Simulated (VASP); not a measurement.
# Rb (Fd-3m) in VASP: notebook

Runs on Rb. Level: PBE. Tasks: single point, relaxation of cell and atoms.

Everything below comes from runs of VASP 6.6.1. Logs are shortened: lines on timing, memory, paths and dates and some standing lists are left out, and cuts for length are marked.

## (1) The cell of the first run

The structure is cubic, space group Fd-3m (No. 227). The conventional cell has a = 10.796 Å, b = 10.796 Å, c = 10.796 Å, α = 90.00°, β = 90.00°, γ = 90.00°.

## (2) Single point, PBE (volume scaled by 1.12)

File INCAR:

```
  ALGO = Normal
  EDIFF = 1E-6
  ENCUT = 520
  GGA = PE
  ISIF = 2
  ISMEAR = -1
  LASPH = True
  LCHARG = True
  LELF = True
  LREAL = False
  LVHAR = True
  LWAVE = False
  NBANDS = 16
  NELM = 100
  PREC = Accurate
  SIGMA = 0.1
```

File KPOINTS:

```
k-points
0
Gamma
  6 6 6
```

File POSCAR:

```
Rb
1.0
    0.0000000000      5.3980762911      5.3980762911
    5.3980762911      0.0000000000      5.3980762911
    5.3980762911      5.3980762911      0.0000000000
Rb
2
Direct
    0.1250000000      0.1250000000      0.1250000000
    0.8750000000      0.8750000000      0.8750000000
```

Potentials or basis: VASP PAW PBE potentials, release 64 (Rb_sv).

Command:

```console
$ cat potpaw_PBE.64/Rb_sv/POTCAR > POTCAR
$ mpirun -np 1 vasp_std > vasp.out
```

OUTCAR:

```text
EDIFF = 1E-6
   ENCUT = 520
   GGA = PE
   ISIF = 2
   ISMEAR = -1
   LASPH = True
   LREAL = False
   NELM = 100
   PREC = Accurate

 ion  position               nearest neighbor table
   1  0.125  0.125  0.125-   2 4.67   2 4.67   2 4.67   2 4.67
   2  0.875  0.875  0.875-   1 4.67   1 4.67   1 4.67   1 4.67

  LATTYP: Found a face centered cubic cell.
 ALAT       =    10.7961525822

  Lattice vectors:

 A1 = (   0.0000000000,   5.3980762911,   5.3980762911)
 A2 = (   5.3980762911,   0.0000000000,   5.3980762911)
 A3 = (   5.3980762911,   5.3980762911,   0.0000000000)

Analysis of symmetry for initial positions (statically):
=====================================================================
 Subroutine PRICEL returns:
 Original cell was already a primitive cell.

 Routine SETGRP: Setting up the symmetry group for a
 face centered cubic supercell.

 Subroutine GETGRP returns: Found 48 space group operations
 (whereof 12 operations were pure point group operations)
 out of a pool of 48 trial point group operations.

The static configuration has the point symmetry D_3d.
 The point group associated with its full space group is O_h .

Analysis of symmetry for dynamics (positions and initial velocities):
=====================================================================
 Subroutine PRICEL returns:
 Original cell was already a primitive cell.

 Routine SETGRP: Setting up the symmetry group for a
 face centered cubic supercell.

 Subroutine GETGRP returns: Found 48 space group operations
 (whereof 12 operations were pure point group operations)
 out of a pool of 48 trial point group operations.

The dynamic configuration has the point symmetry D_3d.
 The point group associated with its full space group is O_h .

 Subroutine INISYM returns: Found 48 space group operations
 (whereof 12 operations are pure point group operations),
 and found     1 'primitive' translations

----------------------------------------------------------------------------------------

                                     Primitive cell

  volume of cell :     314.5915

  direct lattice vectors                    reciprocal lattice vectors
     0.000000000  5.398076291  5.398076291    -0.092625590  0.092625590  0.092625590
     5.398076291  0.000000000  5.398076291     0.092625590 -0.092625590  0.092625590
     5.398076291  5.398076291  0.000000000     0.092625590  0.092625590 -0.092625590

  length of vectors
     7.634032702  7.634032702  7.634032702     0.160432228  0.160432228  0.160432228

  position of ions in fractional coordinates (direct lattice)
     0.125000000  0.125000000  0.125000000
     0.875000000  0.875000000  0.875000000

  ion indices of the primitive-cell ions
   primitive index   ion index
                 1           1
                 2           2

----------------------------------------------------------------------------------------

 KPOINTS: k-points

Automatic generation of k-mesh.
 Grid dimensions read from file:
 generate k-points for:    6    6    6

 Generating k-lattice:

  Cartesian coordinates                     Fractional coordinates (reciprocal lattice)
    -0.015437598  0.015437598  0.015437598     0.166666667  0.000000000  0.000000000
     0.015437598 -0.015437598  0.015437598     0.000000000  0.166666667  0.000000000
     0.015437598  0.015437598 -0.015437598     0.000000000  0.000000000  0.166666667

  Length of vectors
     0.026738705  0.026738705  0.026738705

  Shift w.r.t. Gamma in fractional coordinates (k-lattice)
     0.000000000  0.000000000  0.000000000

 Subroutine IBZKPT returns following result:
 ===========================================

 Found     16 irreducible k-points:

 Following reciprocal coordinates:
            Coordinates               Weight
  0.000000  0.000000  0.000000      1.000000
  0.166667  0.000000  0.000000      8.000000
  0.333333  0.000000  0.000000      8.000000
  0.500000  0.000000  0.000000      4.000000
  0.166667  0.166667  0.000000      6.000000
  0.333333  0.166667  0.000000     24.000000
[... 8 lines left out ...]
 -0.333333  0.333333  0.166667     24.000000
 -0.333333  0.500000  0.166667     12.000000
   k-points           NKPTS =     16   k-points in BZ     NKDIM =     16   number of bands    NBANDS=     16
   number of dos      NEDOS =    301   number of ions     NIONS =      2
   total plane-waves  NPLWV = 216000
   dimension x,y,z NGX =    60 NGY =   60 NGZ =   60
   dimension x,y,z NGXF=   120 NGYF=  120 NGZF=  120
   ions per type =               2
   NGX,Y,Z   is equivalent  to a cutoff of  13.07, 13.07, 13.07 a.u.
   NGXF,Y,Z  is equivalent  to a cutoff of  26.13, 26.13, 26.13 a.u.
 SYSTEM =  unknown system
   PREC   = accura    normal or accurate (medium, high low for compatibility)
   ISTART =      0    job   : 0-new  1-cont  2-samecut
   ICHARG =      2    charge: 1-file 2-atom 10-const
   ISPIN  =      1    spin polarized calculation?
[... 125 lines left out ...]
      4     -14.3107      2.00000
      5     -14.2983      2.00000
      6     -14.2588      2.00000
[... 8 lines left out ...]
     15       1.4922      0.00000
     16       1.7204      0.00000

 k-point     7 :       0.5000    0.1667    0.0000
  band No.  band energies     occupation
      1     -30.2012      2.00000
      2     -30.1980      2.00000
      3     -14.3137      2.00000
      4     -14.3118      2.00000
      5     -14.2961      2.00000
      6     -14.2613      2.00000
[... 8 lines left out ...]
     15       1.5078      0.00000
     16       1.9213      0.00000

 k-point     8 :      -0.3333    0.1667    0.0000
  band No.  band energies     occupation
      1     -30.2014      2.00000
      2     -30.1978      2.00000
      3     -14.3137      2.00000
      4     -14.3104      2.00000
      5     -14.2974      2.00000
      6     -14.2598      2.00000
[... 8 lines left out ...]
     15       1.5228      0.00000
     16       1.7589      0.00000

 k-point     9 :      -0.1667    0.1667    0.0000
  band No.  band energies     occupation
      1     -30.2023      2.00000
      2     -30.1969      2.00000
      3     -14.3106      2.00000
      4     -14.3077      2.00000
      5     -14.3014      2.00000
      6     -14.2556      2.00000
[... 8 lines left out ...]
     15       1.4418      0.00000
     16       1.5062      0.00000

 k-point    10 :       0.3333    0.3333    0.0000
  band No.  band energies     occupation
      1     -30.2014      2.00000
      2     -30.1978      2.00000
      3     -14.3133      2.00000
      4     -14.3133      2.00000
      5     -14.2921      2.00000
      6     -14.2653      2.00000
[... 8 lines left out ...]
     15       1.8349      0.00000
     16       1.9013      0.00000

 k-point    11 :       0.5000    0.3333    0.0000
  band No.  band energies     occupation
      1     -30.2005      2.00000
      2     -30.1987      2.00000
      3     -14.3156      2.00000
      4     -14.3144      2.00000
      5     -14.2865      2.00000
      6     -14.2710      2.00000
[... 8 lines left out ...]
     15       1.7498      0.00000
     16       1.9809      0.00000

 k-point    12 :      -0.3333    0.3333    0.0000
  band No.  band energies     occupation
      1     -30.2005      2.00000
      2     -30.1987      2.00000
      3     -14.3164      2.00000
      4     -14.3130      2.00000
      5     -14.2887      2.00000
      6     -14.2687      2.00000
[... 8 lines left out ...]
     15       1.5486      0.00000
     16       1.9440      0.00000

 k-point    13 :       0.5000    0.5000    0.0000
  band No.  band energies     occupation
      1     -30.1996      2.00000
      2     -30.1996      2.00000
      3     -14.3156      2.00000
      4     -14.3156      2.00000
      5     -14.2788      2.00000
      6     -14.2788      2.00000
[... 8 lines left out ...]
     15       1.9943      0.00000
     16       1.9943      0.00000

 k-point    14 :       0.5000    0.3333    0.1667
  band No.  band energies     occupation
      1     -30.2012      2.00000
      2     -30.1980      2.00000
      3     -14.3147      2.00000
      4     -14.3124      2.00000
      5     -14.2925      2.00000
      6     -14.2648      2.00000
[... 8 lines left out ...]
     15       1.4381      0.00000
     16       1.8300      0.00000

 k-point    15 :      -0.3333    0.3333    0.1667
  band No.  band energies     occupation
      1     -30.2005      2.00000
      2     -30.1987      2.00000
      3     -14.3160      2.00000
      4     -14.3136      2.00000
      5     -14.2883      2.00000
      6     -14.2690      2.00000
[... 8 lines left out ...]
     15       1.5508      0.00000
     16       1.7952      0.00000

 k-point    16 :      -0.3333    0.5000    0.1667
  band No.  band energies     occupation
      1     -30.1996      2.00000
      2     -30.1996      2.00000
      3     -14.3157      2.00000
      4     -14.3157      2.00000
      5     -14.2787      2.00000
      6     -14.2787      2.00000
[... 8 lines left out ...]
     15       1.7426      0.00000
     16       1.7426      0.00000

------------------------ aborting loop because EDIFF is reached ----------------------------------------

  FORCE on cell =-STRESS in cart. coord.  units (eV):
  Direction    XX          YY          ZZ          XY          YZ          ZX
  --------------------------------------------------------------------------------------
  -------------------------------------------------------------------------------------
  Total       -0.1705063     -0.1705063     -0.1705063      0.0000000      0.0000000      0.0000000
  in kB       -0.8683682     -0.8683682     -0.8683682      0.0000000      0.0000000      0.0000000
  external PRESSURE =      -0.8683682 kB  Pullay stress =       0.0000000 kB

 VOLUME and BASIS-vectors are now :
 -----------------------------------------------------------------------------
  energy-cutoff  :      520.00
  volume of cell :      314.59
      direct lattice vectors                 reciprocal lattice vectors
     0.000000000  5.398076291  5.398076291    -0.092625590  0.092625590  0.092625590
     5.398076291  0.000000000  5.398076291     0.092625590 -0.092625590  0.092625590
     5.398076291  5.398076291  0.000000000     0.092625590  0.092625590 -0.092625590

 POSITION                                       TOTAL-FORCE (eV/Angst)
 -----------------------------------------------------------------------------------
      1.34952      1.34952      1.34952         0.000000     -0.000000     -0.000000
      9.44663      9.44663      9.44663        -0.000000      0.000000      0.000000
 -----------------------------------------------------------------------------------
    total drift:                               -0.000000      0.000000     -0.000000

  FREE ENERGIE OF THE ION-ELECTRON SYSTEM (eV)
  ---------------------------------------------------
  free  energy   TOTEN  =        -1.3669466615 eV

  energy  without entropy=       -1.3115177016  energy(sigma->0) =       -1.33923218
```

Run time: 66 s. Hardware: 1 thread of AMD EPYC 9R45 (Zen 5), shared host; peak memory 0.45 GiB.

Results:

```yaml
Free_energy: -1.3669 eV
Pressure: -0.1 GPa
Band_gap_on_the_k_mesh: zero (band 9 reaches -0.81 eV, above the bottom of band 10 at -0.88 eV)
```

Levels at points of the mesh, in eV from the Fermi level:
| k point | band 6 | band 7 | band 8 | band 9 | band 10 | band 11 | band 12 | band 13 |
| --- | --- | --- | --- | --- | --- | --- | --- | --- |
| (0.00, 0.00, 0.00) | -13.37 | -13.37 | -13.37 | -1.37 | 1.96 | 1.96 | 1.96 | 2.24 |
| (0.50, 0.00, 0.00) | -13.37 | -13.36 | -13.36 | -0.57 | 0.05 | 1.79 | 1.79 | 1.88 |
| (0.50, 0.50, 0.00) | -13.40 | -13.36 | -13.36 | 0.00 | 0.00 | 1.16 | 1.16 | 1.50 |

Caveat: the cell differs from its parent crystal (volume scaled by 1.12).

## (3) Single point, PBE

This run uses another cell than the first one, of 140.44 Å³/atom, 0.893 times its volume.

File INCAR:

```
SYSTEM = Rb
PREC     = Accurate       ! precision mode
ENCUT    = 520            ! plane-wave cutoff, eV
EDIFF    = 1E-7           ! SCF threshold, eV
ISMEAR   = -1             ! smearing method
SIGMA    = 0.1            ! smearing width, eV
LREAL    = .False.        ! projectors in reciprocal space
LASPH    = .True.         ! aspherical terms in the spheres
NELM     = 80             ! most SCF steps
ALGO     = Normal         ! electronic algorithm
ISIF     = 2              ! what is computed and relaxed
LWAVE    = .False.        ! write WAVECAR
LCHARG   = .True.         ! write CHGCAR
GGA      = PE             ! functional
LELF     = .True.         ! ELF
LVHAR    = .True.       
NBANDS   = 16             ! bands
```

File KPOINTS:

```
regular mesh
0
Gamma
  9 9 9
  0 0 0
```

File POSCAR:

```
Rb
1.0
    0.0000000000      5.1979609271      5.1979609271
    5.1979609271      0.0000000000      5.1979609271
    5.1979609271      5.1979609271      0.0000000000
Rb
2
Direct
    0.1250000000      0.1250000000      0.1250000000
    0.8750000000      0.8750000000      0.8750000000
```

Potentials or basis: VASP PAW PBE potentials, release 64 (Rb_sv).

Command:

```console
$ cat potpaw_PBE.64/Rb_sv/POTCAR > POTCAR
$ mpirun -np 1 vasp_std > vasp.out
```

Run time: 1.9 min. Hardware: 1 thread of AMD EPYC 9R45 (Zen 5), shared host; peak memory 0.44 GiB.

The run converged. Its results:

```yaml
Free_energy: -1.3769 eV
Pressure: 0.0 GPa
```

Levels at points of the mesh, in eV from the Fermi level:
```csv
k point,band 7,band 8,band 9,band 10,band 11,band 12
"(0.00, 0.00, 0.00)",-13.36,-13.36,-1.50,2.03,2.03,2.03
```

## (4) Relaxation of cell and atoms, PBE

This run uses another cell than the first one, of 117.59 Å³/atom, 0.748 times its volume.

File INCAR:

```
SYSTEM = Rb
PREC = Accurate
ENCUT = 600
EDIFF = 1E-7
ISMEAR = -1
SIGMA = 0.1
LREAL = .False.
LASPH = .True.
NELM = 60
ALGO = Normal
ISIF = 3
LWAVE = .False.
LCHARG = .False.
GGA = PE
IBRION = 2
NSW = 80
EDIFFG = -0.01
```

File KPOINTS:

```
Automatic mesh
0
Gamma
  6 6 6
  0 0 0
```

File POSCAR:

```
Rb
1.0
    0.0000000000      4.8991917204      4.8991917204
    4.8991917204      0.0000000000      4.8991917204
    4.8991917204      4.8991917204      0.0000000000
Rb
2
Direct
    0.1250000000      0.1250000000      0.1250000000
    0.8750000000      0.8750000000      0.8750000000
```

Command:

```console
$ cat potpaw_PBE.64/Rb_sv/POTCAR > POTCAR
$ mpirun -np 1 vasp_std > vasp.out
```

Run time: 3.4 min. Hardware: 1 thread of AMD EPYC 9R45 (Zen 5), shared host; peak memory 0.43 GiB.

Results (log left out):

- Free energy: -1.3760 eV
- Relaxed volume: 141.71 Å³/atom
- Relaxed cell: a = 7.373 Å, b = 7.373 Å, c = 7.373 Å, α = 60.00°, β = 60.00°, γ = 60.00°
- Space group after relaxing (to 0.05 Å): Fd-3m (No. 227)
- Energy gained by relaxing: 15.3 meV/atom
- Ionic steps: 5
- Pressure after relaxing: 0.0 GPa
- Band gap on the k mesh: zero (band 9 reaches -0.62 eV, above the bottom of band 10 at -0.72 eV)

The path:
| step | energy change (eV) | largest force (eV/Å) | pressure (GPa) | volume (Å³) |
| --- | --- | --- | --- | --- |
| 1 | 0.0000 | 0.0000 | 0.24 | 235.18 |
| 2 | -0.0081 | 0.0000 | 0.20 | 241.16 |
| 3 | -0.0245 | 0.0000 | 0.09 | 259.72 |
| 4 | -0.0276 | 0.0000 | -0.05 | 299.64 |
| 5 | -0.0306 | 0.0000 | 0.00 | 283.41 |

Final structure:
```
CELL_PARAMETERS angstrom
0.00000 5.21349 5.21349
5.21349 0.00000 5.21349
5.21349 5.21349 0.00000
ATOMIC_POSITIONS crystal
Rb 0.12500 0.12500 0.12500
Rb 0.87500 0.87500 0.87500
```

Levels at points of the mesh, in eV from the Fermi level:
```csv
k point,band 6,band 7,band 8,band 9,band 10,band 11,band 12,band 13
"(0.00, 0.00, 0.00)",-13.37,-13.37,-13.37,-1.49,2.02,2.02,2.02,2.24
"(0.50, 0.00, 0.00)",-13.37,-13.36,-13.36,-0.60,0.00,1.78,1.78,1.96
"(0.50, 0.50, 0.00)",-13.40,-13.35,-13.35,0.01,0.01,1.12,1.12,1.59
```

Caveat: the volume moved by over 15 % at a fixed basis, so the end points are rough.

## (5) Single point, PBE, non-collinear spin, zero start, spin-orbit coupling

This run uses another cell than the first one, of 140.44 Å³/atom, 0.893 times its volume.

File INCAR:

```
SYSTEM = Rb
  ALGO = Normal
  EDIFF = 1E-7
  ENCUT = 520
  GGA = PE
  GGA_COMPAT = .FALSE.
  ISIF = 2
  ISMEAR = -1
  LASPH = .TRUE.
  LCHARG = .TRUE.
  LORBIT = 11
  LORBMOM = .TRUE.
  LREAL = .FALSE.
  LSORBIT = .TRUE.
  LVHAR = .TRUE.
  LWAVE = .FALSE.
  MAGMOM = 0 0 0 0 0 0
  NBANDS = 30
  NELM = 150
  PREC = Accurate
  SIGMA = 0.1
```

File KPOINTS:

```
k-points
0
G
  5 5 5
  0 0 0
```

File POSCAR:

```
Rb
1.0
    0.0000000000      5.1979609271      5.1979609271
    5.1979609271      0.0000000000      5.1979609271
    5.1979609271      5.1979609271      0.0000000000
Rb
2
Direct
    0.1250000000      0.1250000000      0.1250000000
    0.8750000000      0.8750000000      0.8750000000
```

Command:

```console
$ cat potpaw_PBE.64/Rb_sv/POTCAR > POTCAR
$ mpirun -np 1 vasp_ncl > vasp.out
```

Run time: 3.2 min. Hardware: 1 thread of AMD EPYC 9R45 (Zen 5), shared host; peak memory 0.98 GiB.

It converged, with:

| Item | Value |
| --- | --- |
| Free energy | -1.4300 eV |
| Pressure | 0.0 GPa |
| Net moment | 0.00 μB per cell |
| Valence electrons inside the program's atomic spheres | Rb 7.29 |

Moments on the atoms (μB; x, y, z):
```
Rb  0.00 0.00 0.00
Rb  0.00 0.00 0.00
```

## (6) Overview

```csv
task,spin,cell,k mesh,cutoff (eV),gap on the mesh (eV),pressure (GPa)
single point,off,"a = 7.634 Å, angles 60.0°, 2 atoms",6 × 6 × 6,520,none,-0.1
single point,off,"a = 7.351 Å, angles 60.0°, 2 atoms",9 × 9 × 9,520,-,0.0
relaxation of cell and atoms,off,"relaxed from a = 6.929 Å, angles 60.0°, 2 atoms",6 × 6 × 6,600,none,0.0
single point,"non-collinear, zero start, SOC","a = 7.351 Å, angles 60.0°, 2 atoms",5 × 5 × 5,520,-,0.0
```

Alike in all rows: level PBE; potentials or basis VASP PAW PBE potentials, release 64 (Rb_sv); smearing fermi-dirac 0.1 eV.

Caveats: the volume moved by over 15 % at a fixed basis, so the end points are rough (some runs).

Total energies depend on the potentials used, so only differences within one code and one set of settings carry meaning.
